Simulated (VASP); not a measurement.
Set up this calculation in VASP 6.6.1, as the native input.

```yaml
Task: single point
Functional: PBE
Potentials_or_basis: VASP PAW PBE potentials, release 64 (Ta_pv, F)
Cutoff: 600 eV
k_mesh: 5 × 5 × 5
Occupations: fermi-dirac, width 0.1 eV
Spin: no spin polarisation
Dipole_correction: no
Further_INCAR_settings: ALGO = Normal; EDIFF = 1e-06; NBANDS = 24
```

The structure of TaF3 lies in POSCAR:

```
TaF3
1.0
    4.1257560462      0.0000000000      0.0000000000
    0.0000000000      4.1257560462      0.0000000000
    0.0000000000      0.0000000000      4.1257560462
Ta F
1 3
Direct
    0.0000000000      0.0000000000      0.0000000000
    0.0000000000      0.5000000000      0.0000000000
    0.5000000000      0.0000000000      0.0000000000
    0.0000000000      0.0000000000      0.5000000000
```

One way to write it, as run:

INCAR

```
ALGO     = Normal         # electronic algorithm
EDIFF    = 1E-6           # SCF threshold, eV
ENCUT    = 600            # plane-wave cutoff, eV
GGA      = PE             # functional
GGA_COMPAT= False        
ISIF     = 2              # what is computed and relaxed
ISMEAR   = -1             # smearing method
LASPH    = True           # aspherical terms in the spheres
LCHARG   = False          # write CHGCAR
LREAL    = False          # projectors in reciprocal space
LWAVE    = False          # write WAVECAR
NBANDS   = 24             # bands
NELM     = 120            # most SCF steps
PREC     = Accurate       # precision mode
SIGMA    = 0.1            # smearing width, eV
```

KPOINTS

```
k-points
0
Gamma
  5 5 5
```

Potentials or basis: VASP PAW PBE potentials, release 64 (Ta_pv, F).

The run is started by

```bash
$ cat potpaw_PBE.64/Ta_pv/POTCAR potpaw_PBE.64/F/POTCAR > POTCAR
$ mpirun -np 1 vasp_std > vasp.out
```

It gave:

| Quantity | Value |
| --- | --- |
| Pressure | -0.1 GPa |
| Band gap on the k mesh | zero (bands 16 and 17 overlap by 1.96 eV) |

Caveat: spin-orbit coupling is left out, which moves the levels of the heavy elements.

Wall time 14 s on 1 thread of Intel(R) Xeon(R) Platinum 8375C CPU @ 2.90GHz (Ice Lake), with other jobs on the host, peak memory 0.21 GiB.
